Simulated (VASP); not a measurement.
# HgTe (F-43m) in VASP: further runs

HgTe is run at these levels: PBE; tasks: single point.

All numbers are computed with VASP 6.6.1; they aren't measurements. Logs are shortened: lines on timing, memory, paths and dates and some standing lists are left out, and cuts for length are marked.

### 1 The cell of the first run

It takes space group F-43m (No. 216, cubic). The conventional cell has a = 6.254 Å, b = 6.254 Å, c = 6.254 Å, α = 90.00°, β = 90.00°, γ = 90.00°. Hg (site symmetry -43m) has 4 Te at 2.71 Å within 3.6 Å. Within 3.6 Å of Te (site symmetry -43m) lie 4 Hg at 2.71 Å.

### 2 Single point, PBE (strain -0.030 along x and y, -0.030 along z)

The input, INCAR:

```
SYSTEM = HgTe
PREC = Accurate
ENCUT = 520
EDIFF = 1E-6
ISMEAR = 0
SIGMA = 0.15
LREAL = .False.
LASPH = .True.
NELM = 60
ALGO = Normal
ISIF = 2
LWAVE = .False.
LCHARG = .False.
GGA = PE
NBANDS = 16
```

The input, KPOINTS:

```
Automatic mesh
0
Gamma
  14 14 14
  0 0 0
```

The input, POSCAR:

```
HgTe
1.0
    0.0000000000      3.1267950000      3.1267950000
    3.1267950000      0.0000000000      3.1267950000
    3.1267950000      3.1267950000      0.0000000000
Hg Te
1 1
Direct
    0.0000000000      0.0000000000      0.0000000000
    0.7500000000      0.7500000000      0.7500000000
```

Potentials or basis: VASP PAW PBE potentials, release 64 (Hg, Te).

The run is started by

```sh
$ cat potpaw_PBE.64/Hg/POTCAR potpaw_PBE.64/Te/POTCAR > POTCAR
$ mpirun -np 1 vasp_std > vasp.out
```

OUTCAR:

```text
SYSTEM = HgTe
   PREC = Accurate
   ENCUT = 520
   EDIFF = 1E-6
   ISMEAR = 0
   LREAL = .False.
   LASPH = .True.
   NELM = 60
   ISIF = 2
   GGA = PE

 ion  position               nearest neighbor table
   1  0.000  0.000  0.000-   2 2.71   2 2.71   2 2.71   2 2.71
   2  0.750  0.750  0.750-   1 2.71   1 2.71   1 2.71   1 2.71

  LATTYP: Found a face centered cubic cell.
 ALAT       =     6.2535900000

  Lattice vectors:

 A1 = (   0.0000000000,   3.1267950000,   3.1267950000)
 A2 = (   3.1267950000,   0.0000000000,   3.1267950000)
 A3 = (   3.1267950000,   3.1267950000,   0.0000000000)

Analysis of symmetry for initial positions (statically):
=====================================================================
 Subroutine PRICEL returns:
 Original cell was already a primitive cell.

 Routine SETGRP: Setting up the symmetry group for a
 face centered cubic supercell.

 Subroutine GETGRP returns: Found 24 space group operations
 (whereof 24 operations were pure point group operations)
 out of a pool of 48 trial point group operations.

The static configuration has the point symmetry T_d .

Analysis of symmetry for dynamics (positions and initial velocities):
=====================================================================
 Subroutine PRICEL returns:
 Original cell was already a primitive cell.

 Routine SETGRP: Setting up the symmetry group for a
 face centered cubic supercell.

 Subroutine GETGRP returns: Found 24 space group operations
 (whereof 24 operations were pure point group operations)
 out of a pool of 48 trial point group operations.

The dynamic configuration has the point symmetry T_d .

 Subroutine INISYM returns: Found 24 space group operations
 (whereof 24 operations are pure point group operations),
 and found     1 'primitive' translations

----------------------------------------------------------------------------------------

                                     Primitive cell

  volume of cell :      61.1404

  direct lattice vectors                    reciprocal lattice vectors
     0.000000000  3.126795000  3.126795000    -0.159908149  0.159908149  0.159908149
     3.126795000  0.000000000  3.126795000     0.159908149 -0.159908149  0.159908149
     3.126795000  3.126795000  0.000000000     0.159908149  0.159908149 -0.159908149

  length of vectors
     4.421955896  4.421955896  4.421955896     0.276969038  0.276969038  0.276969038

  position of ions in fractional coordinates (direct lattice)
     0.000000000  0.000000000  0.000000000
     0.750000000  0.750000000  0.750000000

  ion indices of the primitive-cell ions
   primitive index   ion index
                 1           1
                 2           2

----------------------------------------------------------------------------------------

 KPOINTS: Automatic mesh

Automatic generation of k-mesh.
 Grid dimensions read from file:
 generate k-points for:   14   14   14

 Generating k-lattice:

  Cartesian coordinates                     Fractional coordinates (reciprocal lattice)
    -0.011422011  0.011422011  0.011422011     0.071428571  0.000000000  0.000000000
     0.011422011 -0.011422011  0.011422011     0.000000000  0.071428571  0.000000000
     0.011422011  0.011422011 -0.011422011     0.000000000  0.000000000  0.071428571

  Length of vectors
     0.019783503  0.019783503  0.019783503

  Shift w.r.t. Gamma in fractional coordinates (k-lattice)
     0.000000000  0.000000000  0.000000000

 Subroutine IBZKPT returns following result:
 ===========================================

 Found    104 irreducible k-points:

 Following reciprocal coordinates:
            Coordinates               Weight
  0.000000  0.000000  0.000000      1.000000
  0.071429  0.000000  0.000000      8.000000
  0.142857  0.000000  0.000000      8.000000
  0.214286  0.000000  0.000000      8.000000
  0.285714  0.000000  0.000000      8.000000
  0.357143  0.000000  0.000000      8.000000
[... 16 lines left out ...]
  0.214286  0.142857  0.000000     24.000000
  0.285714  0.142857  0.000000     24.000000
 [... further k-points ...]
   k-points           NKPTS =    104   k-points in BZ     NKDIM =    104   number of bands    NBANDS=     16
   number of dos      NEDOS =    301   number of ions     NIONS =      2
   total plane-waves  NPLWV =  46656
   dimension x,y,z NGX =    36 NGY =   36 NGZ =   36
   dimension x,y,z NGXF=    72 NGYF=   72 NGZF=   72
   ions per type =               1   1
   NGX,Y,Z   is equivalent  to a cutoff of  13.53, 13.53, 13.53 a.u.
   NGXF,Y,Z  is equivalent  to a cutoff of  27.07, 27.07, 27.07 a.u.
 SYSTEM =  HgTe
   PREC   = accura    normal or accurate (medium, high low for compatibility)
   ISTART =      0    job   : 0-new  1-cont  2-samecut
   ICHARG =      2    charge: 1-file 2-atom 10-const
   ISPIN  =      1    spin polarized calculation?
   LNONCOLLINEAR =      F non collinear calculations
   LSORBIT =      F    spin-orbit coupling
   LASPH  =      T    aspherical Exc in radial PAW
   ENCUT  =  520.0 eV  38.22 Ry    6.18 a.u.   8.22  8.22  8.22*2*pi/ulx,y,z
   NELM   =     60;   NELMIN=  2; NELMDL= -5     # of ELM steps
   EDIFF  = 0.1E-05   stopping-criterion for ELM
   LREAL  =      F    real-space projection
   EDIFFG = 0.1E-04   stopping-criterion for IOM
   NSW    =      0    number of steps for IOM
   IBRION =     -1    ionic relax: 0-MD 1-quasi-New 2-CG
   NFREE  =      0    steps in history (QN), initial steepest desc. (CG)
   ISIF   =      2    stress and relaxation
   ISYM   =      2    0-nonsym 1-usesym 2-fastsym
   POTIM  = 0.5000    time-step for ionic-motion
   TEBEG  =    0.0;   TEEND  =   0.0 temperature during run
   PSTRESS=    0.0 pullay stress
   NELECT =      18.0000    total number of electrons
   NUPDOWN=      -1.0000    fix difference up-down
   EMIN   =  10.00;   EMAX   =-10.00  energy-range for DOS
   EFERMI =   0.00;   METHOD = LEGACY
   ISMEAR =     0;   SIGMA  =   0.15  broadening in eV -4-tet -1-fermi 0-gaus
   EFERMI_NEDOS =   21; number of points for ismear=-14 and -15
   IALGO  =     38    algorithm
   IMIX   =      4    mixing-type and parameters
     AMIX     =   0.40;   BMIX     =  1.00
     AMIX_MAG =   1.60;   BMIX_MAG =  1.00
  volume/ion in A,a.u.               =      30.57       206.30
  Fermi-wavevector in a.u.,A,eV,Ry     =   1.089071  2.058046 16.137544  1.186076
  Thomas-Fermi vector in A             =   2.225266
   LORBIT       =      0    0 simple, 1 ext, 2 COOP (PROOUT), +10 PAW based schemes
   GGA     = PE    functional components
   LHFCALC =     F    Hartree Fock is set to
   AEXX    =    0.0000 exact exchange contribution
   IVDW    =     0    specifies the selected vdW correction
   LEPSILON=     F    determine dielectric tensor
   LRPA    =     F    only Hartree local field effects (RPA)
 non-spin polarized calculation
 Gauss-broadening in eV      SIGMA  =   0.15
  energy-cutoff  :      520.00
  volume of cell :       61.14
 maximum number of plane-waves:      1676
 NGX is ok and might be reduce to    36
   NGX = 17   NGY = 17   NGZ = 17

 number of electron      18.0000002 magnetization

 Free energy of the ion-electron system (eV)
  ---------------------------------------------------
  ext. energy  EPLUGINS =         0.00000000
  ---------------------------------------------------
  free energy    TOTEN  =        -3.31677879 eV

  energy without entropy =       -3.31661167  energy(sigma->0) =       -3.31669523

 E-fermi :   4.3512     XC(G=0):  -9.2058

 val. band max:        4.2239702197   @ k =   0.0000   0.0000   0.0000
 cond. band min:       4.7078241128   @ k =   0.0714   0.0000   0.0000
 fundamental gap:      0.4838538931
 Fermi energy:         4.3511577592

 k-point     1 :       0.0000    0.0000    0.0000
  band No.  band energies     occupation
      1      -8.5470      2.00000
      2      -3.7750      2.00000
      3      -3.7750      2.00000
      4      -3.7750      2.00000
      5      -3.1160      2.00000
      6      -3.1160      2.00000
[... 8 lines left out ...]
     15      13.9126      0.00000
     16      13.9126      0.00000

 k-point     2 :       0.0714    0.0000    0.0000
  band No.  band energies     occupation
      1      -8.5157      2.00000
      2      -3.7676      2.00000
      3      -3.7659      2.00000
      4      -3.7659      2.00000
      5      -3.1173      2.00000
      6      -3.1173      2.00000
[... 8 lines left out ...]
     15      13.3067      0.00000
     16      13.3067      0.00000

 k-point     3 :       0.1429    0.0000    0.0000
  band No.  band energies     occupation
      1      -8.4261      2.00000
      2      -3.7410      2.00000
      3      -3.7410      2.00000
      4      -3.7395      2.00000
      5      -3.1198      2.00000
      6      -3.1198      2.00000
[... 8 lines left out ...]
     15      12.8521      0.00000
     16      12.8521      0.00000

 k-point     4 :       0.2143    0.0000    0.0000
  band No.  band energies     occupation
      1      -8.2919      2.00000
      2      -3.7069      2.00000
      3      -3.7069      2.00000
      4      -3.6727      2.00000
      5      -3.1203      2.00000
      6      -3.1203      2.00000
[... 8 lines left out ...]
     15      12.6748      0.00000
     16      12.6748      0.00000
[... 324 lines left out ...]
 k-point    22 :       0.1429    0.1429    0.0000
  band No.  band energies     occupation
      1      -8.3853      2.00000
      2      -3.7715      2.00000
      3      -3.7079      2.00000
      4      -3.7079      2.00000
      5      -3.1415      2.00000
      6      -3.1015      2.00000
[... 8 lines left out ...]
     15      12.3930      0.00000
     16      13.9966      0.00000

 k-point    23 :       0.2143    0.1429    0.0000
  band No.  band energies     occupation
      1      -8.2847      2.00000
      2      -3.7534      2.00000
      3      -3.6711      2.00000
      4      -3.6662      2.00000
      5      -3.1488      2.00000
      6      -3.0953      2.00000
[... 8 lines left out ...]
     15      13.0626      0.00000
     16      13.7939      0.00000

 k-point    24 :       0.2857    0.1429    0.0000
  band No.  band energies     occupation
      1      -8.1494      2.00000
      2      -3.7104      2.00000
      3      -3.6319      2.00000
      4      -3.5962      2.00000
      5      -3.1448      2.00000
      6      -3.0892      2.00000
[... 8 lines left out ...]
     15      13.3346      0.00000
     16      13.7373      0.00000

 [... further k-points ...]

------------------------ aborting loop because EDIFF is reached ----------------------------------------

  FORCE on cell =-STRESS in cart. coord.  units (eV):
  Direction    XX          YY          ZZ          XY          YZ          ZX
  --------------------------------------------------------------------------------------
  -------------------------------------------------------------------------------------
  Total        3.9325219      3.9325219      3.9325219     -0.0000000     -0.0000000      0.0000000
  in kB      103.0513078    103.0513078    103.0513078     -0.0000000     -0.0000000      0.0000000
  external PRESSURE =     103.0513078 kB  Pullay stress =       0.0000000 kB

 VOLUME and BASIS-vectors are now :
 -----------------------------------------------------------------------------
  energy-cutoff  :      520.00
  volume of cell :       61.14
      direct lattice vectors                 reciprocal lattice vectors
     0.000000000  3.126795000  3.126795000    -0.159908149  0.159908149  0.159908149
     3.126795000  0.000000000  3.126795000     0.159908149 -0.159908149  0.159908149
     3.126795000  3.126795000  0.000000000     0.159908149  0.159908149 -0.159908149

 POSITION                                       TOTAL-FORCE (eV/Angst)
 -----------------------------------------------------------------------------------
      0.00000      0.00000      0.00000        -0.000000     -0.000000     -0.000000
      4.69019      4.69019      4.69019         0.000000      0.000000      0.000000
 -----------------------------------------------------------------------------------
    total drift:                                0.000000      0.000000      0.000000

  FREE ENERGIE OF THE ION-ELECTRON SYSTEM (eV)
  ---------------------------------------------------
  free  energy   TOTEN  =        -3.3167787906 eV

  energy  without entropy=       -3.3166116682  energy(sigma->0) =       -3.31669523
```

Wall time 3.3 min (1 thread of AMD EPYC, shared host); peak memory 0.24 GiB.

Results:

```yaml
Free_energy: -3.3168 eV
Pressure: 10.3 GPa
Band_gap_on_the_k_mesh: zero (filled and empty bands touch)
```

Caveat: the cell differs from its parent crystal (strain -0.030 along x and y, -0.030 along z); the cell stands under pressure; semilocal functionals underestimate gaps, so a narrow gap can read as zero; spin-orbit coupling is left out, which moves the levels of the heavy elements.

### 3 Single point, PBE (strain -0.015 along x and y, -0.015 along z)

The input, INCAR:

```
SYSTEM = HgTe
  ALGO = Normal
  EDIFF = 1E-6
  ENCUT = 520
  GGA = PE
  ISIF = 2
  ISMEAR = 0
  LASPH = .TRUE.
  LCHARG = .FALSE.
  LREAL = .FALSE.
  LWAVE = .FALSE.
  NBANDS = 16
  NELM = 100
  PREC = Accurate
  SIGMA = 0.15
```

The input, KPOINTS:

```
k-points
0
G
  14 14 14
  0 0 0
```

The input, POSCAR:

```
HgTe
1.0
    0.0000000000      3.1751475000      3.1751475000
    3.1751475000      0.0000000000      3.1751475000
    3.1751475000      3.1751475000      0.0000000000
Hg Te
1 1
Direct
    0.0000000000      0.0000000000      0.0000000000
    0.7500000000      0.7500000000      0.7500000000
```

Potentials or basis: VASP PAW PBE potentials, release 64 (Hg, Te).

The run is started by

```sh
$ cat potpaw_PBE.64/Hg/POTCAR potpaw_PBE.64/Te/POTCAR > POTCAR
$ mpirun -np 1 vasp_std > vasp.out
```

Wall time 3.5 min (1 thread of AMD EPYC, shared host); peak memory 0.25 GiB.

The run converged. Its results:

```yaml
Free_energy: -3.4709 eV
Pressure: 6.9 GPa
Band_gap_on_the_k_mesh: zero (filled and empty bands touch)
```

Levels at points of the mesh, in eV from the Fermi level:
| k point | band 7 | band 8 | band 9 | band 10 | band 11 | band 12 |
| --- | --- | --- | --- | --- | --- | --- |
| (0.00, 0.00, 0.00) | -0.72 | -0.13 | -0.13 | -0.13 | 3.99 | 3.99 |
| (0.50, 0.00, 0.00) | -5.99 | -1.23 | -1.23 | 0.57 | 4.84 | 4.84 |
| (0.50, 0.50, 0.00) | -5.87 | -2.65 | -2.65 | 1.73 | 2.21 | 8.29 |

Caveat: the cell differs from its parent crystal (strain -0.015 along x and y, -0.015 along z); the cell stands under pressure; semilocal functionals underestimate gaps, so a narrow gap can read as zero; spin-orbit coupling is left out, which moves the levels of the heavy elements.

[end of part 1 of 2]
